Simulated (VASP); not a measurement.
# Au (P6_3/mmc) in VASP: further runs

The runs below take Au through single point, with r2SCAN.

All numbers are computed with VASP 6.6.1; they aren't measurements. Logs are shortened: lines on timing, memory, paths and dates and some standing lists are left out, and cuts for length are marked.

## Step 1: The cell of the first run

Symmetry: P6_3/mmc, No. 194, hexagonal system. Conventional cell: a = 2.890 Å, b = 2.890 Å, c = 4.865 Å, α = 90.00°, β = 90.00°, γ = 120.00°. Au (site symmetry -6m2) has 12 Au at 2.89 to 2.95 Å within 3.8 Å.

This isn't the form of Au at room conditions, which is fcc.

## Step 2: Single point, r2SCAN

POSCAR reads:

```
Au
1.0
    2.8902925737      0.0000000000      0.0000000000
   -1.4451462869      2.5030667932      0.0000000000
    0.0000000000      0.0000000000      4.8647156935
Au
2
Direct
    0.3333333333      0.6666666667      0.7500000000
    0.6666666667      0.3333333333      0.2500000000
```

INCAR.step1 reads:

```
PREC     = Accurate       # precision mode
ENCUT    = 520            # plane-wave cutoff, eV
ISMEAR   = 0              # smearing method
SIGMA    = 0.1            # smearing width, eV
LREAL    = F              # projectors in reciprocal space
LASPH    = T              # aspherical terms in the spheres
NELM     = 100            # most SCF steps
NBANDS   = 18             # bands
GGA      = PE             # functional
ALGO     = Normal         # electronic algorithm
EDIFF    = 1E-4           # SCF threshold, eV
LWAVE    = T              # write WAVECAR
LCHARG   = F              # write CHGCAR
```

INCAR.step2 reads:

```
PREC     = Accurate       # precision mode
ENCUT    = 520            # plane-wave cutoff, eV
EDIFF    = 1E-7           # SCF threshold, eV
ISMEAR   = 0              # smearing method
SIGMA    = 0.1            # smearing width, eV
LREAL    = F              # projectors in reciprocal space
LASPH    = T              # aspherical terms in the spheres
NELM     = 100            # most SCF steps
ALGO     = Normal         # electronic algorithm
ISIF     = 2              # what is computed and relaxed
LWAVE    = F              # write WAVECAR
LCHARG   = T              # write CHGCAR
METAGGA  = R2SCAN         # meta-GGA
LMIXTAU  = T            
LELF     = T              # ELF
LVHAR    = T            
NBANDS   = 18             # bands
ISTART   = 1
```

KPOINTS reads:

```
Automatic mesh
0
Gamma
  12 12 7
```

Potentials or basis: VASP PAW PBE potentials, release 64 (Au).

Run with:

```
> cat potpaw_PBE.64/Au/POTCAR > POTCAR
> cp INCAR.step1 INCAR
> mpirun -np 1 vasp_std > vasp.out
> cp INCAR.step2 INCAR
> mpirun -np 1 vasp_std > vasp.out
```

OUTCAR:

```text
PREC = Accurate
   ENCUT = 520
   EDIFF = 1E-7
   ISMEAR = 0
   LREAL = F
   LASPH = T
   NELM = 100
   ISIF = 2
   METAGGA = R2SCAN
   ISTART = 1

 ion  position               nearest neighbor table
   1  0.333  0.667  0.750-   2 2.95   2 2.95   2 2.95   2 2.95   2 2.95   2 2.95
   2  0.667  0.333  0.250-   1 2.95   1 2.95   1 2.95   1 2.95   1 2.95   1 2.95

  LATTYP: Found a hexagonal cell.
 ALAT       =     2.8902925737
 C/A-ratio  =     1.6831222340

  Lattice vectors:

 A1 = (   2.8902925737,   0.0000000000,   0.0000000000)
 A2 = (  -1.4451462869,   2.5030667932,   0.0000000000)
 A3 = (   0.0000000000,   0.0000000000,   4.8647156935)

Analysis of symmetry for initial positions (statically):
=====================================================================
 Subroutine PRICEL returns:
 Original cell was already a primitive cell.

 Routine SETGRP: Setting up the symmetry group for a
 hexagonal supercell.

 Subroutine GETGRP returns: Found 24 space group operations
 (whereof 12 operations were pure point group operations)
 out of a pool of 24 trial point group operations.

The static configuration has the point symmetry D_3d.
 The point group associated with its full space group is D_6h.

Analysis of symmetry for dynamics (positions and initial velocities):
=====================================================================
 Subroutine PRICEL returns:
 Original cell was already a primitive cell.

 Routine SETGRP: Setting up the symmetry group for a
 hexagonal supercell.

 Subroutine GETGRP returns: Found 24 space group operations
 (whereof 12 operations were pure point group operations)
 out of a pool of 24 trial point group operations.

The dynamic configuration has the point symmetry D_3d.
 The point group associated with its full space group is D_6h.

 Subroutine INISYM returns: Found 24 space group operations
 (whereof 12 operations are pure point group operations),
 and found     1 'primitive' translations

----------------------------------------------------------------------------------------

                                     Primitive cell

  volume of cell :      35.1942

  direct lattice vectors                    reciprocal lattice vectors
     2.890292574  0.000000000  0.000000000     0.345985735  0.199754957  0.000000000
    -1.445146287  2.503066793  0.000000000     0.000000000  0.399509914  0.000000000
     0.000000000  0.000000000  4.864715693     0.000000000  0.000000000  0.205561859

  length of vectors
     2.890292574  2.890292574  4.864715693     0.399509914  0.399509914  0.205561859

  position of ions in fractional coordinates (direct lattice)
     0.333333333  0.666666667  0.750000000
     0.666666667  0.333333333  0.250000000

  ion indices of the primitive-cell ions
   primitive index   ion index
                 1           1
                 2           2

----------------------------------------------------------------------------------------

 KPOINTS: Automatic mesh

Automatic generation of k-mesh.
 Grid dimensions read from file:
 generate k-points for:   12   12    7

 Generating k-lattice:

  Cartesian coordinates                     Fractional coordinates (reciprocal lattice)
     0.028832145  0.016646246  0.000000000     0.083333333 -0.000000000  0.000000000
     0.000000000  0.033292493  0.000000000     0.000000000  0.083333333  0.000000000
     0.000000000  0.000000000  0.029365980     0.000000000  0.000000000  0.142857143

  Length of vectors
     0.033292493  0.033292493  0.029365980

  Shift w.r.t. Gamma in fractional coordinates (k-lattice)
     0.000000000  0.000000000  0.000000000

 Subroutine IBZKPT returns following result:
 ===========================================

 Found     76 irreducible k-points:

 Following reciprocal coordinates:
            Coordinates               Weight
  0.000000  0.000000  0.000000      1.000000
  0.083333 -0.000000  0.000000      6.000000
  0.166667 -0.000000  0.000000      6.000000
  0.250000  0.000000  0.000000      6.000000
  0.333333 -0.000000  0.000000      6.000000
  0.416667 -0.000000  0.000000      6.000000
[... 16 lines left out ...]
  0.250000  0.000000  0.142857     12.000000
  0.333333 -0.000000  0.142857     12.000000
 [... further k-points ...]
   k-points           NKPTS =     76   k-points in BZ     NKDIM =     76   number of bands    NBANDS=     18
   number of dos      NEDOS =    301   number of ions     NIONS =      2
   total plane-waves  NPLWV =  20736
   dimension x,y,z NGX =    24 NGY =   24 NGZ =   36
   dimension x,y,z NGXF=    48 NGYF=   48 NGZF=   72
   ions per type =               2
   NGX,Y,Z   is equivalent  to a cutoff of  13.80, 13.80, 12.30 a.u.
   NGXF,Y,Z  is equivalent  to a cutoff of  27.61, 27.61, 24.61 a.u.
 SYSTEM =  unknown system
   PREC   = accura    normal or accurate (medium, high low for compatibility)
   ISTART =      1    job   : 0-new  1-cont  2-samecut
   ICHARG =      0    charge: 1-file 2-atom 10-const
   ISPIN  =      1    spin polarized calculation?
   LNONCOLLINEAR =      F non collinear calculations
   LSORBIT =      F    spin-orbit coupling
   LASPH  =      T    aspherical Exc in radial PAW
   ENCUT  =  520.0 eV  38.22 Ry    6.18 a.u.   5.37  5.37  9.05*2*pi/ulx,y,z
   NELM   =    100;   NELMIN=  2; NELMDL=  0     # of ELM steps
   EDIFF  = 0.1E-06   stopping-criterion for ELM
   LREAL  =      F    real-space projection
   EDIFFG = 0.1E-05   stopping-criterion for IOM
   NSW    =      0    number of steps for IOM
   IBRION =     -1    ionic relax: 0-MD 1-quasi-New 2-CG
   NFREE  =      0    steps in history (QN), initial steepest desc. (CG)
   ISIF   =      2    stress and relaxation
   ISYM   =      2    0-nonsym 1-usesym 2-fastsym
   POTIM  = 0.5000    time-step for ionic-motion
   TEBEG  =    0.0;   TEEND  =   0.0 temperature during run
   PSTRESS=    0.0 pullay stress
   NELECT =      22.0000    total number of electrons
   NUPDOWN=      -1.0000    fix difference up-down
   EMIN   =  10.00;   EMAX   =-10.00  energy-range for DOS
   EFERMI =   0.00;   METHOD = LEGACY
   ISMEAR =     0;   SIGMA  =   0.10  broadening in eV -4-tet -1-fermi 0-gaus
   EFERMI_NEDOS =   21; number of points for ismear=-14 and -15
   IALGO  =     38    algorithm
   IMIX   =      4    mixing-type and parameters
     AMIX     =   0.40;   BMIX     =  1.00
     AMIX_MAG =   1.60;   BMIX_MAG =  1.00
  volume/ion in A,a.u.               =      17.60       118.75
  Fermi-wavevector in a.u.,A,eV,Ry     =   1.399776  2.645193 26.658879  1.959372
  Thomas-Fermi vector in A             =   2.522802
   LORBIT       =      0    0 simple, 1 ext, 2 COOP (PROOUT), +10 PAW based schemes
   METAGGA = R2SCAN    functional components
   LHFCALC =     F    Hartree Fock is set to
   AEXX    =    0.0000 exact exchange contribution
   IVDW    =     0    specifies the selected vdW correction
   LEPSILON=     F    determine dielectric tensor
   LRPA    =     F    only Hartree local field effects (RPA)
 non-spin polarized calculation
 Gauss-broadening in eV      SIGMA  =   0.10
  energy-cutoff  :      520.00
  volume of cell :       35.19
 maximum number of plane-waves:       978
 NGX is ok and might be reduce to    24
   NGX = 11   NGY = 11   NGZ = 19

 number of electron      22.0000003 magnetization

 Free energy of the ion-electron system (eV)
  ---------------------------------------------------
  ext. energy  EPLUGINS =         0.00000000
  ---------------------------------------------------
  free energy    TOTEN  =      -101.15107451 eV

  energy without entropy =     -101.14471609  energy(sigma->0) =     -101.14789530

 E-fermi :   8.8207     XC(G=0): -13.3959

 val. band max:        8.8081709135   @ k =   0.4167   0.0833   0.0000
 cond. band min:       8.8343791864   @ k =   0.4167   0.0833   0.2857
 fundamental gap:      0.0262082729
 Fermi energy:         8.8207138558

 k-point     1 :       0.0000    0.0000    0.0000
  band No.  band energies     occupation
      1      -0.9392      2.00000
      2       1.4113      2.00000
      3       3.8414      2.00000
      4       4.1326      2.00000
      5       4.1326      2.00000
      6       4.4291      2.00000
[... 10 lines left out ...]
     17      27.8156      0.00000
     18      27.8156      0.00000

 k-point     2 :       0.0833   -0.0000    0.0000
  band No.  band energies     occupation
      1      -0.7167      2.00000
      2       1.5920      2.00000
      3       3.7723      2.00000
      4       4.1885      2.00000
      5       4.2780      2.00000
      6       4.3594      2.00000
[... 10 lines left out ...]
     17      26.6940      0.00000
     18      27.3812      0.00000

 k-point     3 :       0.1667   -0.0000    0.0000
  band No.  band energies     occupation
      1      -0.0859      2.00000
      2       2.0398      2.00000
      3       3.5996      2.00000
      4       4.1149      2.00000
      5       4.3423      2.00000
      6       4.5255      2.00000
[... 10 lines left out ...]
     17      26.2079      0.00000
     18      26.9650      0.00000

 k-point     4 :       0.2500    0.0000    0.0000
  band No.  band energies     occupation
      1       0.8049      2.00000
      2       2.3419      2.00000
      3       3.5750      2.00000
      4       3.6912      2.00000
      5       3.9694      2.00000
      6       4.5700      2.00000
[... 10 lines left out ...]
     17      25.5372      0.00000
     18      26.5415      0.00000

 k-point     5 :       0.3333   -0.0000    0.0000
  band No.  band energies     occupation
      1       1.5828      2.00000
      2       2.2135      2.00000
      3       2.9687      2.00000
      4       4.0376      2.00000
      5       4.3125      2.00000
      6       4.3513      2.00000
[... 10 lines left out ...]
     17      23.1594      0.00000
     18      25.5105      0.00000

 k-point     6 :       0.4167   -0.0000    0.0000
  band No.  band energies     occupation
      1       1.8935      2.00000
      2       2.0260      2.00000
      3       2.5926      2.00000
      4       4.2036      2.00000
      5       4.3811      2.00000
      6       4.4194      2.00000
[... 10 lines left out ...]
     17      21.6316      0.00000
     18      24.6829      0.00000

 k-point     7 :       0.5000    0.0000    0.0000
  band No.  band energies     occupation
      1       1.9110      2.00000
      2       1.9825      2.00000
      3       2.4656      2.00000
      4       4.1516      2.00000
      5       4.3180      2.00000
      6       4.5981      2.00000
[... 10 lines left out ...]
     17      20.8711      0.00000
     18      24.3971      0.00000

 k-point     8 :       0.0833    0.0833    0.0000
  band No.  band energies     occupation
      1      -0.2878      2.00000
      2       1.9181      2.00000
      3       3.6201      2.00000
      4       4.2238      2.00000
      5       4.3236      2.00000
      6       4.5803      2.00000
[... 10 lines left out ...]
     17      26.6186      0.00000
     18      27.4690      0.00000
[... 229 lines left out ...]
     17      19.7126      0.00000
     18      19.7126      0.00000

 k-point    20 :       0.0000    0.0000    0.1429
  band No.  band energies     occupation
      1      -0.7706      2.00000
      2       1.4064      2.00000
      3       3.8060      2.00000
      4       4.0967      2.00000
      5       4.0967      2.00000
      6       4.3819      2.00000
[... 10 lines left out ...]
     17      27.6562      0.00000
     18      27.6562      0.00000

 k-point    21 :       0.0833   -0.0000    0.1429
  band No.  band energies     occupation
      1      -0.5501      2.00000
      2       1.5935      2.00000
      3       3.7700      2.00000
      4       4.0896      2.00000
      5       4.2319      2.00000
      6       4.2841      2.00000
[... 10 lines left out ...]
     17      26.7240      0.00000
     18      26.8121      0.00000

 k-point    22 :       0.1667   -0.0000    0.1429
  band No.  band energies     occupation
      1       0.0702      2.00000
      2       2.0610      2.00000
      3       3.6276      2.00000
      4       3.9828      2.00000
      5       4.0953      2.00000
      6       4.5670      2.00000
[... 10 lines left out ...]
     17      25.9628      0.00000
     18      26.6293      0.00000

 k-point    23 :       0.2500    0.0000    0.1429
  band No.  band energies     occupation
      1       0.9214      2.00000
      2       2.3850      2.00000
      3       3.4816      2.00000
      4       3.7269      2.00000
      5       3.8518      2.00000
      6       4.6046      2.00000
[... 10 lines left out ...]
     17      25.5862      0.00000
     18      26.6464      0.00000

 k-point    24 :       0.3333   -0.0000    0.1429
  band No.  band energies     occupation
      1       1.5894      2.00000
      2       2.2575      2.00000
      3       3.0496      2.00000
      4       3.6553      2.00000
      5       4.3232      2.00000
      6       4.4300      2.00000
[... 10 lines left out ...]
     17      23.9069      0.00000
     18      25.7690      0.00000

 [... further k-points ...]
[... 5 lines left out ...]
  --------------------------------------------------------------------------------------
  -------------------------------------------------------------------------------------
  Total        0.1891893      0.1891893     -0.1013844     -0.0000000     -0.0000000      0.0000000
  in kB        8.6126231      8.6126231     -4.6154084     -0.0000000     -0.0000000      0.0000000
  external PRESSURE =       4.2032793 kB  Pullay stress =       0.0000000 kB

 VOLUME and BASIS-vectors are now :
 -----------------------------------------------------------------------------
  energy-cutoff  :      520.00
  volume of cell :       35.19
      direct lattice vectors                 reciprocal lattice vectors
     2.890292574  0.000000000  0.000000000     0.345985735  0.199754957  0.000000000
    -1.445146287  2.503066793  0.000000000     0.000000000  0.399509914  0.000000000
     0.000000000  0.000000000  4.864715693     0.000000000  0.000000000  0.205561859

 POSITION                                       TOTAL-FORCE (eV/Angst)
 -----------------------------------------------------------------------------------
     -0.00000      1.66871      3.64854         0.000000     -0.000000      0.000000
      1.44515      0.83436      1.21618        -0.000000      0.000000      0.000000
 -----------------------------------------------------------------------------------
    total drift:                               -0.000000      0.000000     -0.000000

  FREE ENERGIE OF THE ION-ELECTRON SYSTEM (eV)
  ---------------------------------------------------
  free  energy   TOTEN  =      -101.1510745067 eV

  energy  without entropy=     -101.1447160922  energy(sigma->0) =     -101.14789530
```

It took 2.9 min on 1 thread of Intel Xeon 8259CL, shared host; peak memory 0.19 GiB.

What came out:

* Free energy: -101.1511 eV
* Pressure: 0.4 GPa
* Band gap on the k mesh: zero (bands 11 and 12 overlap by 6.64 eV)

Caveat: the PAW data sets were made with another functional, which shifts forces and pressure a little; spin-orbit coupling is left out, which moves the levels of the heavy elements.

## Step 3: Single point, r2SCAN

POSCAR is that of step 2.

INCAR.step1 reads:

```
SYSTEM = Au
PREC     = Accurate       ! precision mode
ENCUT    = 520            ! plane-wave cutoff, eV
ISMEAR   = 0              ! smearing method
SIGMA    = 0.1            ! smearing width, eV
LREAL    = .FALSE.        ! projectors in reciprocal space
LASPH    = .TRUE.         ! aspherical terms in the spheres
NELM     = 100            ! most SCF steps
NBANDS   = 18             ! bands
GGA      = PE             ! functional
ALGO     = Normal         ! electronic algorithm
EDIFF    = 1E-4           ! SCF threshold, eV
LWAVE    = .TRUE.         ! write WAVECAR
LCHARG   = .FALSE.        ! write CHGCAR
```

INCAR.step2 reads:

```
SYSTEM = Au
PREC     = Accurate       ! precision mode
ENCUT    = 520            ! plane-wave cutoff, eV
EDIFF    = 1E-6           ! SCF threshold, eV
ISMEAR   = 0              ! smearing method
SIGMA    = 0.1            ! smearing width, eV
LREAL    = .FALSE.        ! projectors in reciprocal space
LASPH    = .TRUE.         ! aspherical terms in the spheres
NELM     = 100            ! most SCF steps
ALGO     = Normal         ! electronic algorithm
ISIF     = 2              ! what is computed and relaxed
LWAVE    = .FALSE.        ! write WAVECAR
LCHARG   = .FALSE.        ! write CHGCAR
METAGGA  = R2SCAN         ! meta-GGA
LMIXTAU  = .TRUE.       
NBANDS   = 18             ! bands
ISTART   = 1
```

KPOINTS reads:

```
regular mesh
0
G
  18 18 10
  0 0 0
```

Potentials or basis: VASP PAW PBE potentials, release 64 (Au).

Run with:

```
> cat potpaw_PBE.64/Au/POTCAR > POTCAR
> cp INCAR.step1 INCAR
> mpirun -np 1 vasp_std > vasp.out
> cp INCAR.step2 INCAR
> mpirun -np 1 vasp_std > vasp.out
```

Wall time 11 min (1 thread of Intel Xeon 8259CL, shared host); peak memory 0.25 GiB.

It converged, with:

```yaml
Free_energy: -101.1743 eV
Pressure: 0.3 GPa
Band_gap_on_the_k_mesh: zero (bands 11 and 12 overlap by 7.15 eV)
```

Levels at points of the mesh, in eV from the Fermi level:
```csv
k point,band 7,band 8,band 9,band 10,band 11,band 12,band 13,band 14,band 15,band 16
"(0.00, 0.00, 0.00)",-4.36,-3.68,-3.68,-2.36,-2.36,-0.83,2.58,15.48,16.48,17.61
"(0.50, 0.00, 0.00)",-3.67,-2.14,-2.03,-1.85,0.44,1.59,5.97,7.46,7.54,10.82
"(0.00, 0.00, 0.50)",-4.70,-4.70,-2.81,-2.81,-2.81,-2.81,10.88,10.88,15.73,15.73
"(0.50, 0.00, 0.50)",-2.52,-2.52,-1.92,-1.92,0.68,0.68,3.98,3.98,13.73,13.73
```

Caveat: the PAW data sets were made with another functional, which shifts forces and pressure a little; spin-orbit coupling is left out, which moves the levels of the heavy elements.

The gap in the log of VASP goes by the Fermi energy; the results here count the filled bands.